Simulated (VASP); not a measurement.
Write the native input for VASP 6.6.1 that does the following.

* Task: single point
* Functional: PBE-based screened hybrid
* Potentials or basis: VASP PAW PBE potentials, release 64 (In_d, As)
* Cutoff: 520 eV
* k mesh: 4 × 4 × 4
* Occupations: fermi-dirac, width 0.05 eV
* Spin: no spin polarisation
* Dipole correction: no
* Grid for exact exchange (PRECFOCK): Normal
* Share of exact exchange: 0.25
* Further INCAR settings: ALGO = Normal; EDIFF = 1e-06; NBANDS = 16
* Screening parameter: 0.2 1/Å

InAs:

```
CELL_PARAMETERS angstrom
0.00000 3.01800 3.01800
3.01800 0.00000 3.01800
3.01800 3.01800 0.00000
ATOMIC_POSITIONS crystal
In 0.00000 0.00000 0.00000
As 0.75000 0.75000 0.75000
```

These files were run (other wordings do the same):

POSCAR

```
InAs
1.0
    0.0000000000      3.0180000000      3.0180000000
    3.0180000000      0.0000000000      3.0180000000
    3.0180000000      3.0180000000      0.0000000000
In As
1 1
Direct
    0.0000000000      0.0000000000      0.0000000000
    0.7500000000      0.7500000000      0.7500000000
```

INCAR.step1

```
SYSTEM = InAs
PREC = Accurate
ENCUT = 520
EDIFF = 1E-5
ISMEAR = -1
SIGMA = 0.05
LREAL = .False.
LASPH = .True.
NELM = 80
ALGO = Normal
ISIF = 2
LWAVE = .True.
LCHARG = .False.
GGA = PE
NBANDS = 16
```

INCAR.step2

```
SYSTEM = InAs
PREC = Accurate
ENCUT = 520
EDIFF = 1E-6
ISMEAR = -1
SIGMA = 0.05
LREAL = .False.
LASPH = .True.
NELM = 80
ALGO = Normal
ISIF = 2
LWAVE = .False.
LCHARG = .False.
GGA = PE
LHFCALC = .True.
AEXX = 0.25
HFSCREEN = 0.2
PRECFOCK = Normal
ISTART = 1
NBANDS = 16
```

KPOINTS

```
regular mesh
0
Gamma
  4 4 4
  0 0 0
```

Potentials or basis: VASP PAW PBE potentials, release 64 (In_d, As).

Launch:

```sh
$ cat potpaw_PBE.64/In_d/POTCAR potpaw_PBE.64/As/POTCAR > POTCAR
$ cp INCAR.step1 INCAR
$ mpirun -np 1 vasp_std > vasp.out
$ cp INCAR.step2 INCAR
$ mpirun -np 1 vasp_std > vasp.out
```

Results of the run:

| Quantity | Value |
| --- | --- |
| Pressure | 2.2 GPa |
| Band gap on the k mesh | 0.63 eV, direct |

Caveat: the k points lie up to 0.45 Å⁻¹ apart; the PAW data sets were made with another functional, which shifts forces and pressure a little; spin-orbit coupling is left out, which moves the levels of the heavy elements.

Wall time 6.1 min on 1 thread of Intel(R) Xeon(R) Platinum 8375C CPU @ 2.90GHz (Ice Lake), on a shared host, peak memory 0.29 GiB.
